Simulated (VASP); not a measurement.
# B31N32 (a cell with a defect) in VASP: further runs, part 2 of 2

VASP 6.6.1. Earlier steps stand in the parts before.

### Step 3. Relaxation of the atoms, PBEsol

INCAR

```
SYSTEM = B31N32
ALGO     = Normal         ! electronic algorithm
EDIFF    = 1E-7           ! SCF threshold, eV
EDIFFG   = -0.03          ! ionic threshold
ENCUT    = 520            ! plane-wave cutoff, eV
GGA      = PS             ! functional
GGA_COMPAT= .FALSE.      
IBRION   = 2              ! ionic algorithm
ISIF     = 2              ! what is computed and relaxed
ISMEAR   = -1             ! smearing method
ISYM     = -1           
LASPH    = .TRUE.         ! aspherical terms in the spheres
LCHARG   = .FALSE.        ! write CHGCAR
LREAL    = Auto         
LWAVE    = .FALSE.        ! write WAVECAR
NELECT   = 256.0        
NELM     = 120            ! most SCF steps
NELMIN   = 4            
NSW      = 100            ! ionic steps
PREC     = Accurate       ! precision mode
SIGMA    = 0.05           ! smearing width, eV
```

KPOINTS

```
explicit points
1
Reciprocal
  0.25000000   0.25000000   0.25000000 1
```

POSCAR

```
B31N32
1.0
    7.2115910000      0.0000000000      0.0000000000
    0.0000000000      7.2115910000      0.0000000000
    0.0000000000      0.0000000000      7.2115910000
B N
31 32
Direct
    0.9944780000      0.0043850000      0.9994710000
    0.0031190000      0.0006790000      0.4990830000
    0.9986410000      0.4981590000      0.9995730000
    0.0018680000      0.5042720000      0.4982440000
    0.5005690000      0.0030090000      0.0012760000
    0.4964520000      0.9974900000      0.5010870000
    0.5016970000      0.5015920000      0.9935140000
    0.2504660000      0.2535590000      0.9991260000
    0.2516550000      0.2521790000      0.5002650000
    0.2485450000      0.7513010000      0.9960410000
    0.2553130000      0.7504560000      0.4985250000
    0.7505340000      0.2505520000      0.9958940000
    0.7460040000      0.2471730000      0.4936580000
    0.7467810000      0.7449360000      0.9946610000
    0.7540640000      0.7487060000      0.4989180000
    0.2479690000      0.9995070000      0.2485350000
    0.2504480000      0.0030550000      0.7457540000
    0.2488410000      0.5008710000      0.2539800000
    0.2502530000      0.5009020000      0.7491870000
    0.7526380000      0.0034980000      0.2537910000
    0.7502310000      0.9998610000      0.7500050000
    0.7452550000      0.4976760000      0.2481020000
    0.7470010000      0.4930830000      0.7484310000
    0.0013760000      0.2507500000      0.2530580000
    0.9996160000      0.2464510000      0.7468580000
    0.0009230000      0.7549410000      0.2546690000
    0.0015380000      0.7451730000      0.7471890000
    0.5023680000      0.2449360000      0.2534020000
    0.5015480000      0.2493710000      0.7559210000
    0.5002680000      0.7492540000      0.2504030000
    0.5031030000      0.7460170000      0.7513590000
    0.1246980000      0.1234530000      0.1212310000
    0.1231970000      0.1241800000      0.6231330000
    0.1266490000      0.6255060000      0.1272010000
    0.1242220000      0.6213150000      0.6240720000
    0.6299560000      0.1247610000      0.1225480000
    0.6244410000      0.1260130000      0.6268180000
    0.6251860000      0.6246380000      0.1232600000
    0.6220200000      0.6285520000      0.6226800000
    0.3801430000      0.3738830000      0.1236540000
    0.3774070000      0.3767080000      0.6234880000
    0.3800920000      0.8732740000      0.1210560000
    0.3749520000      0.8775340000      0.6273030000
    0.8718710000      0.3740680000      0.1262640000
    0.8765500000      0.3709220000      0.6246090000
    0.8733670000      0.8793000000      0.1271130000
    0.8739100000      0.8702430000      0.6218660000
    0.3762840000      0.1204760000      0.3767750000
    0.3763280000      0.1267400000      0.8736760000
    0.3734430000      0.6214110000      0.3773170000
    0.3744890000      0.6262940000      0.8768250000
    0.8740710000      0.1261150000      0.3735480000
    0.8777970000      0.1279210000      0.8743870000
    0.8754160000      0.6259860000      0.3733580000
    0.8760020000      0.6282840000      0.8746700000
    0.1232810000      0.3784390000      0.3756990000
    0.1268100000      0.3748620000      0.8739240000
    0.1193260000      0.8785740000      0.3719640000
    0.1270510000      0.8721860000      0.8772380000
    0.6223590000      0.3767560000      0.3762000000
    0.6270440000      0.3777240000      0.8749760000
    0.6255660000      0.8675680000      0.3713890000
    0.6294820000      0.8764000000      0.8743110000
```

Potentials or basis: VASP PAW PBE potentials, release 64 (B, N).

Command:

```console
$ cat potpaw_PBE.64/B/POTCAR potpaw_PBE.64/N/POTCAR > POTCAR
$ mpirun -np 1 vasp_std > vasp.out
```

It took 29 min on 1 thread of Intel Xeon Platinum 8259CL at 2.50GHz (Skylake/Cascade Lake), shared host; peak memory 0.45 GiB.

The run converged. Its results:

```yaml
Free_energy: -546.9240 eV
Energy_gained_by_relaxing: 53.0 meV/atom
Ionic_steps: 13
Largest_force_after_relaxing: 0.030 eV/Å
```

Forces in eV/Å, atoms in the order of the input:
```
B   -0.007 -0.006  0.004
B   -0.009  0.004  0.003
B    0.001 -0.012 -0.005
B    0.006  0.006  0.004
B   -0.006  0.005 -0.004
B    0.003  0.015  0.008
B   -0.003  0.003 -0.002
B   -0.003 -0.011 -0.001
B   -0.002  0.006 -0.005
B   -0.020  0.006 -0.014
B    0.008 -0.009  0.004
B    0.010 -0.012 -0.001
B    0.001  0.008  0.013
B    0.004  0.012 -0.004
B   -0.001  0.007  0.002
B   -0.008  0.010 -0.011
B   -0.009 -0.007  0.004
B   -0.009 -0.023 -0.002
B    0.001 -0.001 -0.004
B    0.017  0.004 -0.008
B   -0.011  0.003  0.015
B    0.007  0.003  0.003
B   -0.004  0.003 -0.004
B    0.010 -0.010 -0.011
B   -0.013 -0.016  0.019
B   -0.001  0.005 -0.008
B    0.000  0.000  0.016
B    0.007  0.006  0.007
B   -0.001  0.008 -0.014
B    0.008 -0.006  0.008
B   -0.006  0.005 -0.001
N    0.006 -0.011 -0.006
N   -0.010 -0.011 -0.026
N    0.005 -0.016  0.002
N   -0.005  0.008  0.010
N   -0.022  0.005  0.007
N    0.009  0.023 -0.001
N    0.007  0.005  0.011
N    0.008 -0.007 -0.009
N    0.005 -0.005  0.008
N   -0.006  0.010 -0.001
N    0.011 -0.008  0.005
N   -0.006  0.002 -0.015
N    0.000  0.017  0.000
N    0.000 -0.008  0.013
N    0.006  0.004  0.008
N    0.000 -0.002 -0.012
N    0.006  0.003 -0.003
N    0.013  0.001 -0.005
N    0.014  0.004  0.000
N    0.000 -0.001 -0.002
N   -0.004 -0.006  0.007
N    0.004 -0.003  0.001
N   -0.007  0.004  0.008
N   -0.009 -0.016 -0.005
N    0.001  0.000 -0.005
N    0.000  0.002  0.004
N    0.002 -0.002  0.013
N    0.008 -0.008  0.001
N    0.010  0.012 -0.003
N    0.005  0.007 -0.009
N   -0.006 -0.012 -0.003
N   -0.014  0.003 -0.001
```

Step by step:
```tsv
step	energy change (eV)	largest force (eV/Å)	pressure (GPa)
1	0.0000	4.3784	16.28
2	2.8965	9.3908	24.00
3	-2.9214	1.3240	17.10
4	-3.0584	1.4532	18.21
5	-3.2608	0.5174	17.57
6	-3.3133	0.4794	17.82
7	-3.3222	0.2591	17.74
8	-3.3358	0.1731	17.91
9	-3.3378	0.1168	17.86
10	-3.3405	0.0813	17.87
11	-3.3408	0.0530	17.87
12	-3.3415	0.0326	17.89
13	-3.3415	0.0299	17.88
```

Final structure:
```
B N
1.0
     7.21159    0.00000    0.00000
     0.00000    7.21159    0.00000
     0.00000    0.00000    7.21159
B N
31 32
Direct
  0.00015 0.99987 0.99925
  0.00014 0.99973 0.49950
  0.00007 0.50011 0.99923
  0.00009 0.49974 0.49920
  0.50045 0.99967 0.99921
  0.50009 0.99962 0.49926
  0.50011 0.49972 0.99927
  0.25100 0.25077 0.99973
  0.25484 0.25439 0.50418
  0.25098 0.74906 0.99903
  0.25425 0.74562 0.49470
  0.74939 0.25055 0.99898
  0.74584 0.25382 0.49462
  0.74928 0.74884 0.99932
  0.74537 0.74492 0.50351
  0.25103 0.00019 0.25021
  0.25096 0.99954 0.74858
  0.25477 0.50476 0.25393
  0.25438 0.49520 0.74505
  0.74933 0.99944 0.25005
  0.74939 0.99977 0.74833
  0.74579 0.49512 0.25342
  0.74539 0.50399 0.74452
  0.00052 0.25076 0.25025
  0.99991 0.25067 0.74841
  0.99980 0.74903 0.25003
  0.00024 0.74892 0.74833
  0.50487 0.25431 0.25383
  0.49559 0.25382 0.74518
  0.49550 0.74561 0.25339
  0.50445 0.74498 0.74456
  0.12564 0.12542 0.12488
  0.12337 0.12300 0.62471
  0.12327 0.62523 0.12243
  0.12557 0.62458 0.62404
  0.62556 0.12287 0.12239
  0.62494 0.12499 0.62412
  0.62491 0.62457 0.12464
  0.63519 0.63482 0.63437
  0.37603 0.37577 0.12488
  0.36549 0.36494 0.63493
  0.37534 0.87723 0.12243
  0.37578 0.87488 0.62414
  0.87752 0.37497 0.12245
  0.87524 0.37543 0.62394
  0.87518 0.87485 0.12460
  0.87732 0.87687 0.62452
  0.37605 0.12531 0.37525
  0.37534 0.12294 0.87677
  0.36534 0.63545 0.36452
  0.37580 0.62455 0.87445
  0.87754 0.12296 0.37449
  0.87524 0.12520 0.87429
  0.87526 0.62449 0.37484
  0.87731 0.62509 0.87639
  0.12578 0.37576 0.37528
  0.12331 0.37508 0.87664
  0.12328 0.87720 0.37445
  0.12550 0.87492 0.87436
  0.63560 0.36489 0.36449
  0.62491 0.37535 0.87448
  0.62492 0.87491 0.37491
  0.62549 0.87684 0.87639
```

Levels at points of the mesh, in eV from the Fermi level:
| k point | band 124 | band 125 | band 126 | band 127 | band 128 | band 129 | band 130 | band 131 | band 132 | band 133 |
| --- | --- | --- | --- | --- | --- | --- | --- | --- | --- | --- |
| (0.25, 0.25, 0.25) | -3.38 | -3.38 | -1.73 | -1.26 | -1.26 | 2.67 | 2.67 | 2.71 | 4.00 | 4.00 |

Caveat: the cell carries a net charge on a neutralising background, which shifts energy and pressure; the cell is charged against a uniform background, so pressure and absolute levels hang on convention; the PAW data sets were made with another functional, which shifts forces and pressure a little.
